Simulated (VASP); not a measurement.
Write the native input for VASP 6.6.1 that does the following.

```
Task                   : single point
Functional             : PBE
Potentials or basis    : VASP PAW PBE potentials, release 64 (Sn_d, Ge_d)
Cutoff                 : 520 eV
k mesh                 : 8 × 8 × 8
Occupations            : gaussian, width 0.1 eV
Spin                   : no spin polarisation
Dipole correction      : no
Further INCAR settings : ALGO = Fast; EDIFF = 1e-06; NBANDS = 43
```

The structure of Sn3Ge2 lies in POSCAR:

```
Sn3Ge2
1.0
   -1.6312914200      1.6312914200     11.5349722300
    1.6312914200     -1.6312914200     11.5349722300
    1.6312914200      1.6312914200    -11.5349722300
Sn Ge
3 2
Direct
    0.8000000000      0.8000000000      0.0000000000
    0.0000000000      0.0000000000      0.0000000000
    0.2000000000      0.2000000000      0.0000000000
    0.4000000000      0.4000000000      0.0000000000
    0.6000000000      0.6000000000      0.0000000000
```

These files were run (other wordings do the same):

INCAR

```
SYSTEM = Sn3Ge2
PREC     = Accurate       ! precision mode
ENCUT    = 520            ! plane-wave cutoff, eV
EDIFF    = 1E-6           ! SCF threshold, eV
ISMEAR   = 0              ! smearing method
SIGMA    = 0.1            ! smearing width, eV
LREAL    = .False.        ! projectors in reciprocal space
LASPH    = .True.         ! aspherical terms in the spheres
NELM     = 100            ! most SCF steps
ALGO     = Fast           ! electronic algorithm
ISIF     = 2              ! what is computed and relaxed
LWAVE    = .False.        ! write WAVECAR
LCHARG   = .False.        ! write CHGCAR
GGA      = PE             ! functional
NBANDS   = 43             ! bands
```

KPOINTS

```
Automatic mesh
0
Gamma
  8 8 8
  0 0 0
```

Potentials or basis: VASP PAW PBE potentials, release 64 (Sn_d, Ge_d).

Command:

```console
$ cat potpaw_PBE.64/Sn_d/POTCAR potpaw_PBE.64/Ge_d/POTCAR > POTCAR
$ mpirun -np 1 vasp_std > vasp.out
```

It gave:

| Item | Value |
| --- | --- |
| Pressure | 0.3 GPa |
| Largest force | 0.697 eV/Å |
| Band gap on the k mesh | zero (bands 35 and 36 overlap by 4.56 eV) |

Caveat: spin-orbit coupling is left out, which moves the levels of the heavy elements.

Run time: 57 min on 1 thread of AMD EPYC 9R45 96-Core Processor (Zen 5) (shared host), peak memory 1.4 GiB.
